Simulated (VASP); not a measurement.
# CuAu (P4/mmm) in VASP: further runs

The runs below take CuAu through single point, with HSE06.

Program: VASP 6.6.1. These are calculated values, not measurements. Logs are shortened: lines on timing, memory, paths and dates and some standing lists are left out, and cuts for length are marked.

### 1 The cell of the first run

Symmetry: P4/mmm, No. 123, tetragonal system. The conventional cell has a = 2.829 Å, b = 2.829 Å, c = 3.709 Å, α = 90.00°, β = 90.00°, γ = 90.00°. Within 3.8 Å of Au (site symmetry 4/mmm) lie 8 Cu at 2.73 Å and 6 Au at 2.83 to 3.71 Å. Within 3.8 Å of Cu (site symmetry 4/mmm) lie 8 Au at 2.73 Å and 6 Cu at 2.83 to 3.71 Å.

### 2 Single point, HSE06

Contents of POSCAR:

```
CuAu
1.0
    2.8293642325      0.0000000000      0.0000000000
    0.0000000000      2.8293642325      0.0000000000
    0.0000000000      0.0000000000      3.7094046847
Au Cu
1 1
Direct
    0.0000000000      0.0000000000      0.0000000000
    0.5000000000      0.5000000000      0.5000000000
```

Contents of INCAR.step1:

```
PREC = Accurate
ENCUT = 520
EDIFF = 1E-5
ISMEAR = -1
SIGMA = 0.05
LREAL = F
LASPH = T
NELM = 100
ALGO = Normal
ISIF = 2
LWAVE = T
LCHARG = F
GGA = PE
NBANDS = 18
```

Contents of INCAR.step2:

```
PREC = Accurate
ENCUT = 520
EDIFF = 1E-7
ISMEAR = -1
SIGMA = 0.05
LREAL = F
LASPH = T
NELM = 100
ALGO = Normal
ISIF = 2
LWAVE = F
LCHARG = F
GGA = PE
LHFCALC = T
HFSCREEN = 0.2079
PRECFOCK = Normal
ISTART = 1
NBANDS = 18
```

Contents of KPOINTS:

```
Automatic mesh
0
Gamma
  6 6 4
```

Potentials or basis: VASP PAW PBE potentials, release 64 (Au, Cu).

The run is started by

```
cat potpaw_PBE.64/Au/POTCAR potpaw_PBE.64/Cu/POTCAR > POTCAR
cp INCAR.step1 INCAR
mpirun -np 1 vasp_std > vasp.out
cp INCAR.step2 INCAR
mpirun -np 1 vasp_std > vasp.out
```

OUTCAR:

```text
PREC = Accurate
   ENCUT = 520
   EDIFF = 1E-7
   ISMEAR = -1
   LREAL = F
   LASPH = T
   NELM = 100
   ISIF = 2
   GGA = PE
   LHFCALC = T
   HFSCREEN = 0.2079
   PRECFOCK = Normal
   ISTART = 1

 ion  position               nearest neighbor table
   1  0.000  0.000  0.000-   2 2.73   2 2.73   2 2.73   2 2.73   2 2.73   2 2.73   2 2.73   2 2.73

   2  0.500  0.500  0.500-   1 2.73   1 2.73   1 2.73   1 2.73   1 2.73   1 2.73   1 2.73   1 2.73

  LATTYP: Found a simple tetragonal cell.
 ALAT       =     2.8293642325
 C/A-ratio  =     1.3110382333

  Lattice vectors:

 A1 = (   2.8293642325,   0.0000000000,   0.0000000000)
 A2 = (   0.0000000000,   2.8293642325,   0.0000000000)
 A3 = (   0.0000000000,   0.0000000000,   3.7094046847)

Analysis of symmetry for initial positions (statically):
=====================================================================
 Subroutine PRICEL returns:
 Original cell was already a primitive cell.

 Routine SETGRP: Setting up the symmetry group for a
 simple tetragonal supercell.

 Subroutine GETGRP returns: Found 16 space group operations
 (whereof 16 operations were pure point group operations)
 out of a pool of 16 trial point group operations.

The static configuration has the point symmetry D_4h.

Analysis of symmetry for dynamics (positions and initial velocities):
=====================================================================
 Subroutine PRICEL returns:
 Original cell was already a primitive cell.

 Routine SETGRP: Setting up the symmetry group for a
 simple tetragonal supercell.

 Subroutine GETGRP returns: Found 16 space group operations
 (whereof 16 operations were pure point group operations)
 out of a pool of 16 trial point group operations.

The dynamic configuration has the point symmetry D_4h.

 Subroutine INISYM returns: Found 16 space group operations
 (whereof 16 operations are pure point group operations),
 and found     1 'primitive' translations

----------------------------------------------------------------------------------------

                                     Primitive cell

  volume of cell :      29.6949

  direct lattice vectors                    reciprocal lattice vectors
     2.829364233  0.000000000  0.000000000     0.353436291  0.000000000  0.000000000
     0.000000000  2.829364233  0.000000000     0.000000000  0.353436291  0.000000000
     0.000000000  0.000000000  3.709404685     0.000000000  0.000000000  0.269585037

  length of vectors
     2.829364233  2.829364233  3.709404685     0.353436291  0.353436291  0.269585037

  position of ions in fractional coordinates (direct lattice)
     0.000000000  0.000000000  0.000000000
     0.500000000  0.500000000  0.500000000

  ion indices of the primitive-cell ions
   primitive index   ion index
                 1           1
                 2           2

----------------------------------------------------------------------------------------

 KPOINTS: Automatic mesh

Automatic generation of k-mesh.
 Grid dimensions read from file:
 generate k-points for:    6    6    4

 Generating k-lattice:

  Cartesian coordinates                     Fractional coordinates (reciprocal lattice)
     0.058906048  0.000000000  0.000000000     0.166666667  0.000000000  0.000000000
     0.000000000  0.058906048  0.000000000     0.000000000  0.166666667  0.000000000
     0.000000000  0.000000000  0.067396259     0.000000000  0.000000000  0.250000000

  Length of vectors
     0.058906048  0.058906048  0.067396259

  Shift w.r.t. Gamma in fractional coordinates (k-lattice)
     0.000000000  0.000000000  0.000000000

 Subroutine IBZKPT returns following result:
 ===========================================

 Found     30 irreducible k-points:

 Following reciprocal coordinates:
            Coordinates               Weight
  0.000000  0.000000  0.000000      1.000000
  0.166667  0.000000  0.000000      4.000000
  0.333333  0.000000  0.000000      4.000000
  0.500000  0.000000  0.000000      2.000000
  0.166667  0.166667  0.000000      4.000000
  0.333333  0.166667  0.000000      8.000000
[... 16 lines left out ...]
  0.333333  0.000000  0.500000      4.000000
  0.500000  0.000000  0.500000      2.000000
 [... further k-points ...]
   k-points           NKPTS =     30   k-points in BZ     NKDIM =    144   number of bands    NBANDS=     18
   number of dos      NEDOS =    301   number of ions     NIONS =      2
   total plane-waves  NPLWV =  16128
   dimension x,y,z NGX =    24 NGY =   24 NGZ =   28
   dimension x,y,z NGXF=    48 NGYF=   48 NGZF=   56
   ions per type =               1   1
   NGX,Y,Z   is equivalent  to a cutoff of  14.10, 14.10, 12.55 a.u.
   NGXF,Y,Z  is equivalent  to a cutoff of  28.20, 28.20, 25.10 a.u.
 SYSTEM =  unknown system
   PREC   = accura    normal or accurate (medium, high low for compatibility)
   ISTART =      1    job   : 0-new  1-cont  2-samecut
   ICHARG =      0    charge: 1-file 2-atom 10-const
   ISPIN  =      1    spin polarized calculation?
   LNONCOLLINEAR =      F non collinear calculations
   LSORBIT =      F    spin-orbit coupling
   LASPH  =      T    aspherical Exc in radial PAW
   ENCUT  =  520.0 eV  38.22 Ry    6.18 a.u.   5.26  5.26  6.90*2*pi/ulx,y,z
   NELM   =    100;   NELMIN=  2; NELMDL=  0     # of ELM steps
   EDIFF  = 0.1E-06   stopping-criterion for ELM
   LREAL  =      F    real-space projection
   EDIFFG = 0.1E-05   stopping-criterion for IOM
   NSW    =      0    number of steps for IOM
   IBRION =     -1    ionic relax: 0-MD 1-quasi-New 2-CG
   NFREE  =      0    steps in history (QN), initial steepest desc. (CG)
   ISIF   =      2    stress and relaxation
   ISYM   =      3    0-nonsym 1-usesym 2-fastsym
   POTIM  = 0.5000    time-step for ionic-motion
   TEBEG  =    0.0;   TEEND  =   0.0 temperature during run
   PSTRESS=    0.0 pullay stress
   NELECT =      22.0000    total number of electrons
   NUPDOWN=      -1.0000    fix difference up-down
   EMIN   =  10.00;   EMAX   =-10.00  energy-range for DOS
   EFERMI =   0.00;   METHOD = LEGACY
   ISMEAR =    -1;   SIGMA  =   0.05  broadening in eV -4-tet -1-fermi 0-gaus
   EFERMI_NEDOS =   21; number of points for ismear=-14 and -15
   IALGO  =     38    algorithm
   IMIX   =      1    mixing-type and parameters
     AMIX     =   0.40;   BMIX     =  1.00
     AMIX_MAG =   1.60;   BMIX_MAG =  1.00
  volume/ion in A,a.u.               =      14.85       100.20
  Fermi-wavevector in a.u.,A,eV,Ry     =   1.481341  2.799329 29.856237  2.194372
  Thomas-Fermi vector in A             =   2.595263
   LORBIT       =      0    0 simple, 1 ext, 2 COOP (PROOUT), +10 PAW based schemes
   GGA     = PE    functional components
   LHFCALC =     T    Hartree Fock is set to
   PRECFOCK=normal    Normal, Fast or Accurate (Low or Medium for compatibility)
   ENCUT4O =  -1.0   cutoff for four orbital integrals eV
   NKREDX  =     1    reduce k-point grid by
   NKREDY  =     1    reduce k-point grid by
   NKREDZ  =     1    reduce k-point grid by
   AEXX    =    0.2500 exact exchange contribution
   HFSCREEN=    0.2079 screening length (either q_TF or 0.3 A-1)
   HFSCREENC=   0.2079 screening length for correlation (either q_TF or 0.3 A-1)
   ENCUTFOCK=  -1.0 apply spherical cutoff to Coloumb kernel
   IVDW    =     0    specifies the selected vdW correction
   LEPSILON=     F    determine dielectric tensor
   LRPA    =     F    only Hartree local field effects (RPA)
 non-spin polarized calculation
  energy-cutoff  :      520.00
  volume of cell :       29.69
 maximum number of plane-waves:       821
 NGX is ok and might be reduce to    24
  NGX = 16; NGY = 16; NGZ = 24

 number of electron      22.0000011 magnetization

 Free energy of the ion-electron system (eV)
  ---------------------------------------------------
  ext. energy  EPLUGINS =         0.00000000
  ---------------------------------------------------
  free energy    TOTEN  =        -7.19590274 eV

  energy without entropy =       -7.18741950  energy(sigma->0) =       -7.19166112

 E-fermi :   8.0427     XC(G=0): -10.2083

 val. band max:        8.0060451089   @ k =   0.5000   0.1667   0.0000
 cond. band min:       8.0482421062   @ k =   0.3333   0.1667   0.5000
 fundamental gap:      0.0421969973
 Fermi energy:         8.0426822074

 k-point     1 :       0.0000    0.0000    0.0000
  band No.  band energies     occupation
      1      -2.3862      2.00000
      2       0.4781      2.00000
      3       0.6010      2.00000
      4       3.0190      2.00000
      5       3.0190      2.00000
      6       4.0427      2.00000
[... 10 lines left out ...]
     17      26.1082      0.00000
     18      26.6480      0.00000

 k-point     2 :       0.1667    0.0000    0.0000
  band No.  band energies     occupation
      1      -1.6952      2.00000
      2       0.7402      2.00000
      3       1.0540      2.00000
      4       2.6950      2.00000
      5       3.1823      2.00000
      6       3.8523      2.00000
[... 10 lines left out ...]
     17      26.5600      0.00000
     18      28.3957      0.00000

 k-point     3 :       0.3333    0.0000    0.0000
  band No.  band energies     occupation
      1      -0.1292      2.00000
      2       1.3015      2.00000
      3       1.9930      2.00000
      4       2.2885      2.00000
      5       3.3402      2.00000
      6       3.6055      2.00000
[... 10 lines left out ...]
     17      23.6684      0.00000
     18      26.5661      0.00000

 k-point     4 :       0.5000    0.0000    0.0000
  band No.  band energies     occupation
      1       0.6704      2.00000
      2       1.6448      2.00000
      3       1.8389      2.00000
      4       2.9996      2.00000
      5       3.0775      2.00000
      6       3.9021      2.00000
[... 10 lines left out ...]
     17      25.3035      0.00000
     18      26.4108      0.00000

 k-point     5 :       0.1667    0.1667    0.0000
  band No.  band energies     occupation
      1      -1.0149      2.00000
      2       1.2044      2.00000
      3       1.2530      2.00000
      4       2.5241      2.00000
      5       2.9951      2.00000
      6       3.5155      2.00000
[... 10 lines left out ...]
     17      27.2346      0.00000
     18      27.5544      0.00000

 k-point     6 :       0.3333    0.1667    0.0000
  band No.  band energies     occupation
      1       0.4450      2.00000
      2       1.6068      2.00000
      3       1.8772      2.00000
      4       2.0516      2.00000
      5       2.7505      2.00000
      6       3.4511      2.00000
[... 10 lines left out ...]
     17      23.7067      0.00000
     18      25.4380      0.00000

 k-point     7 :       0.5000    0.1667    0.0000
  band No.  band energies     occupation
      1       1.4322      2.00000
      2       1.5239      2.00000
      3       1.5853      2.00000
      4       1.9227      2.00000
      5       2.6634      2.00000
      6       3.8727      2.00000
[... 10 lines left out ...]
     17      21.7229      0.00000
     18      22.9415      0.00000

 k-point     8 :       0.3333    0.3333    0.0000
  band No.  band energies     occupation
      1       0.6397      2.00000
      2       1.4687      2.00000
      3       1.6281      2.00000
      4       1.7876      2.00000
      5       3.4438      2.00000
      6       4.5636      2.00000
[... 10 lines left out ...]
     17      22.8249      0.00000
     18      22.9512      0.00000
[... 229 lines left out ...]
     17      21.6228      0.00000
     18      23.0617      0.00000

 k-point    20 :       0.5000    0.5000    0.2500
  band No.  band energies     occupation
      1       0.2286      2.00000
      2       1.3237      2.00000
      3       1.3237      2.00000
      4       2.1205      2.00000
      5       4.6071      2.00000
      6       4.6071      2.00000
[... 10 lines left out ...]
     17      18.8739      0.00000
     18      18.9951      0.00000

 k-point    21 :       0.0000    0.0000    0.5000
  band No.  band energies     occupation
      1      -0.5037      2.00000
      2       0.7699      2.00000
      3       1.8419      2.00000
      4       3.5139      2.00000
      5       3.5139      2.00000
      6       3.6403      2.00000
[... 10 lines left out ...]
     17      24.5321      0.00000
     18      24.5321      0.00000

 k-point    22 :       0.1667    0.0000    0.5000
  band No.  band energies     occupation
      1       0.0257      2.00000
      2       1.2754      2.00000
      3       1.4290      2.00000
      4       3.3522      2.00000
      5       3.4096      2.00000
      6       3.4401      2.00000
[... 10 lines left out ...]
     17      24.8808      0.00000
     18      27.7629      0.00000

 k-point    23 :       0.3333    0.0000    0.5000
  band No.  band energies     occupation
      1       0.4488      2.00000
      2       0.5960      2.00000
      3       2.9010      2.00000
      4       3.0336      2.00000
      5       3.0931      2.00000
      6       3.6532      2.00000
[... 10 lines left out ...]
     17      26.1346      0.00000
     18      27.4462      0.00000

 k-point    24 :       0.5000    0.0000    0.5000
  band No.  band energies     occupation
      1       0.2427      2.00000
      2       0.5456      2.00000
      3       2.5813      2.00000
      4       2.9823      2.00000
      5       3.0212      2.00000
      6       4.1557      2.00000
[... 10 lines left out ...]
     17      25.7037      0.00000
     18      28.4376      0.00000

 [... further k-points ...]

------------------------ aborting loop because EDIFF is reached ----------------------------------------

  FORCE on cell =-STRESS in cart. coord.  units (eV):
  Direction    XX          YY          ZZ          XY          YZ          ZX
  --------------------------------------------------------------------------------------
  -------------------------------------------------------------------------------------
  Total        0.1652402      0.1652402     -0.2721177      0.0000000      0.0000000     -0.0000000
  in kB        8.9154727      8.9154727    -14.6820083      0.0000000      0.0000000     -0.0000000
  external PRESSURE =       1.0496457 kB  Pullay stress =       0.0000000 kB

 VOLUME and BASIS-vectors are now :
 -----------------------------------------------------------------------------
  energy-cutoff  :      520.00
  volume of cell :       29.69
      direct lattice vectors                 reciprocal lattice vectors
     2.829364233  0.000000000  0.000000000     0.353436291  0.000000000  0.000000000
     0.000000000  2.829364233  0.000000000     0.000000000  0.353436291  0.000000000
     0.000000000  0.000000000  3.709404685     0.000000000  0.000000000  0.269585037

 POSITION                                       TOTAL-FORCE (eV/Angst)
 -----------------------------------------------------------------------------------
      0.00000      0.00000      0.00000         0.000000      0.000000      0.000000
      1.41468      1.41468      1.85470         0.000000      0.000000      0.000000
 -----------------------------------------------------------------------------------
    total drift:                               -0.000001     -0.000005     -0.000002

  FREE ENERGIE OF THE ION-ELECTRON SYSTEM (eV)
  ---------------------------------------------------
  free  energy   TOTEN  =        -7.1959027369 eV

  energy  without entropy=       -7.1874194958  energy(sigma->0) =       -7.19166112
```

It took 64 min on 1 thread of Oxide Virtual Turin-like, shared host; peak memory 0.24 GiB.

Results:

| Property | Result |
| --- | --- |
| Free energy | -7.1959 eV |
| Pressure | 0.1 GPa |
| Band gap on the k mesh | zero (bands 11 and 12 overlap by 9.27 eV) |

Caveat: the k points lie up to 0.42 Å⁻¹ apart, too coarse for converged energies and pressures of a metal; the PAW data sets were made with another functional, which shifts forces and pressure a little; spin-orbit coupling is left out, which moves the levels of the heavy elements.

### 3 Single point, HSE06

This run uses another cell than the first one, of 15.43 Å³/atom.

Contents of POSCAR:

```
CuAu
1.0
    2.8658761851      0.0000000000      0.0000000000
    0.0000000000      2.8658761851      0.0000000000
    0.0000000000      0.0000000000      3.7572732506
Au Cu
1 1
Direct
    0.0000000000      0.0000000000      0.0000000000
    0.5000000000      0.5000000000      0.5000000000
```

Contents of INCAR.step1:

```
PREC     = Accurate       # precision mode
ENCUT    = 520            # plane-wave cutoff, eV
EDIFF    = 1E-5           # SCF threshold, eV
ISMEAR   = -1             # smearing method
SIGMA    = 0.05           # smearing width, eV
LREAL    = F              # projectors in reciprocal space
LASPH    = T              # aspherical terms in the spheres
NELM     = 100            # most SCF steps
ALGO     = Normal         # electronic algorithm
ISIF     = 2              # what is computed and relaxed
LWAVE    = T              # write WAVECAR
GGA      = PE             # functional
NBANDS   = 18             # bands
```

Contents of INCAR.step2:

```
PREC     = Accurate       # precision mode
ENCUT    = 520            # plane-wave cutoff, eV
EDIFF    = 1E-6           # SCF threshold, eV
ISMEAR   = -1             # smearing method
SIGMA    = 0.05           # smearing width, eV
LREAL    = F              # projectors in reciprocal space
LASPH    = T              # aspherical terms in the spheres
NELM     = 100            # most SCF steps
ALGO     = Normal         # electronic algorithm
ISIF     = 2              # what is computed and relaxed
LWAVE    = F              # write WAVECAR
LCHARG   = T              # write CHGCAR
GGA      = PE             # functional
LHFCALC  = T              # exact exchange
HFSCREEN = 0.2079         # screening, 1/A
PRECFOCK = Normal       
LELF     = T              # ELF
LVHAR    = T            
ISTART   = 1            
NBANDS   = 18             # bands
```

KPOINTS is that of step 2.

Potentials or basis: VASP PAW PBE potentials, release 64 (Au, Cu).

The run is started by

```
cat potpaw_PBE.64/Au/POTCAR potpaw_PBE.64/Cu/POTCAR > POTCAR
cp INCAR.step1 INCAR
mpirun -np 1 vasp_std > vasp.out
cp INCAR.step2 INCAR
mpirun -np 1 vasp_std > vasp.out
```

Run time: 79 min. Hardware: 1 thread of Oxide Virtual Turin-like, shared host; peak memory 0.23 GiB.

Results (log left out):

```
Free energy            : -7.1800 eV
Pressure               : -4.8 GPa
Band gap on the k mesh : zero (bands 11 and 12 overlap by 9.09 eV)
```

Stress tensor (GPa, compression positive):
```
-4.05  0.00  0.00
 0.00 -4.05  0.00
 0.00  0.00 -6.40
```

Levels at points of the mesh, in eV from the Fermi level:
```
           k point  band 9  band 10  band 11  band 12  band 13  band 14
(0.00, 0.00, 0.00)   -2.67    -2.35    -2.35     2.77     8.74    10.96
(0.50, 0.00, 0.00)   -3.41    -3.16    -1.38    -0.31    10.25    10.33
(0.50, 0.50, 0.00)   -2.26    -2.26     1.24     1.24     5.68     7.60
(0.00, 0.00, 0.50)   -3.29    -3.29    -3.23    -3.01    15.35    15.46
(0.50, 0.00, 0.50)   -2.52    -2.46    -0.75    -0.64     3.00     4.99
(0.50, 0.50, 0.50)   -2.70    -2.32     6.08     6.08     6.44     6.89
```

Caveat: the k points lie up to 0.42 Å⁻¹ apart, too coarse for converged energies and pressures of a metal; the PAW data sets were made with another functional, which shifts forces and pressure a little; spin-orbit coupling is left out, which moves the levels of the heavy elements.

The gap in the log of VASP goes by the Fermi energy; the results here count the filled bands.